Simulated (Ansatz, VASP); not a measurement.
**One calculation of LiH, two programs**

```
Li H
1.0
     0.00000    1.95445    1.94468
     1.95445    0.00000    1.94468
     1.95445    1.95445    0.00000
Li H
1 1
Direct
  0.00000 0.00000 0.00000
  0.50000 0.50000 0.50000
```

Change from the starting cell: z stretched by -0.5 %, x and y held.

Alike in both runs: task single point; functional LDA; k mesh 10 × 10 × 10; no spin polarisation.

```csv
,VASP,Ansatz
version,VASP 6.6.1,Ansatz 0.2.0
potentials or method,"VASP PAW LDA potentials, release 64 (Li_sv, H), cutoff 520 eV","all-electron LAPW, scalar-relativistic"
occupations,"gaussian, width 0.01 eV",fixed
```

Ansatz gave:

- gap on the k mesh at the Fermi level (eV): 2.49

What did VASP give for the same quantities?

gap on the k mesh at the Fermi level (eV): 2.47.

LDA's correlation is that of Perdew and Zunger in VASP and of Perdew and Wang (1992) in Ansatz. Ansatz ran all-electron here, and VASP with PAW potentials.

Noted on VASP's run: the cutoff is short for stress, so the pressure is rough.
